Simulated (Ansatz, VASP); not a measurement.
## One calculation of KCdCO3F, two programs

The input INCAR:

```
PREC = Accurate
ENCUT = 520
EDIFF = 1E-8
ISMEAR = -1
SIGMA = 0.02
LREAL = False
LASPH = True
NELM = 120
ALGO = Normal
ISIF = 2
LWAVE = False
LCHARG = False
GGA = PE
LEFG = True
NBANDS = 71
GGA_COMPAT = False
```

KPOINTS

```
regular mesh
0
Gamma
  5 5 3
```

File POSCAR:

```
KCdCO3F
1.0
    5.1349000000      0.0000000000      0.0000000000
   -2.5674500000      4.4469538459      0.0000000000
    0.0000000000      0.0000000000      8.8460000000
K Cd C O F
2 2 2 6 2
Direct
    0.6666666667      0.3333333333      0.5000000000
    0.6666666667      0.3333333333      0.0000000000
    0.0000000000      0.0000000000      0.2500000000
    0.0000000000      0.0000000000      0.7500000000
    0.3333333333      0.6666666667      0.2500000000
    0.3333333333      0.6666666667      0.7500000000
    0.4062000000      0.9453000000      0.2500000000
    0.5391000000      0.5938000000      0.2500000000
    0.0547000000      0.4609000000      0.2500000000
    0.0547000000      0.5938000000      0.7500000000
    0.4062000000      0.4609000000      0.7500000000
    0.5391000000      0.9453000000      0.7500000000
    0.0000000000      0.0000000000      0.5000000000
    0.0000000000      0.0000000000      0.0000000000
```

Input for Ansatz:

```yaml
crystal:
  lattice:
    - [5.1349, 0.0, 0.0]
    - [-2.56745, 4.4469538459, 0.0]
    - [0.0, 0.0, 8.846]
  atoms:
    - { symbol: K, position: [0.6666666667, 0.3333333333, 0.5] }
    - { symbol: K, position: [0.6666666667, 0.3333333333, 0.0] }
    - { symbol: Cd, position: [0.0, 0.0, 0.25] }
    - { symbol: Cd, position: [0.0, 0.0, 0.75] }
    - { symbol: C, position: [0.3333333333, 0.6666666667, 0.25] }
    - { symbol: C, position: [0.3333333333, 0.6666666667, 0.75] }
    - { symbol: O, position: [0.4062, 0.9453, 0.25] }
    - { symbol: O, position: [0.5391, 0.5938, 0.25] }
    - { symbol: O, position: [0.0547, 0.4609, 0.25] }
    - { symbol: O, position: [0.0547, 0.5938, 0.75] }
    - { symbol: O, position: [0.4062, 0.4609, 0.75] }
    - { symbol: O, position: [0.5391, 0.9453, 0.75] }
    - { symbol: F, position: [0.0, 0.0, 0.5] }
    - { symbol: F, position: [0.0, 0.0, 0.0] }
kpoints:
  mp_grid: { grid: [5, 5, 3] }
scf:
  occupations: { method: fermi_dirac, width: 0.02 }
hamiltonian:
  xc: pbe
  pseudopotentials: { kind: paw }
output:
  forces: true
  stress: true
  populations: true
  efg:
    quadrupole_moments_barn: { K: 0.0603, O: -0.02558 }
    contact_densities: true
```

Alike in both runs: task electric field gradients; functional PBE; k mesh 5 × 5 × 3; occupations fermi-dirac, width 0.02 eV; no spin polarisation.

|  | VASP | Ansatz |
| --- | --- | --- |
| version | VASP 6.6.1 | Ansatz 0.2.0 |
| potentials or method | VASP PAW PBE potentials, release 64 (K_sv, Cd_sv_GW, C, O, F) | plane-wave PAW, scalar-relativistic |
| plane-wave cutoff (eV) | 520 | 420 |
| valence electrons in the cell | 116 | 116 |

```tsv
	VASP	Ansatz	Ansatz less VASP
gap on the k mesh at the Fermi level (eV)	3.21	3.22	+0.006
pressure (GPa)	4.3	4.4	+0.13
traceless stress, the component that is largest in VASP (GPa)	-1.34	-0.78	+0.557
rms of the force components (eV/Å)	0.297	0.200	-0.0978
size of Vzz on the site where it differs most (V/Å²)	35.4	25.4	-10.02
```

Atom by atom the forces differ by 0.100 eV/Å (rms over components).
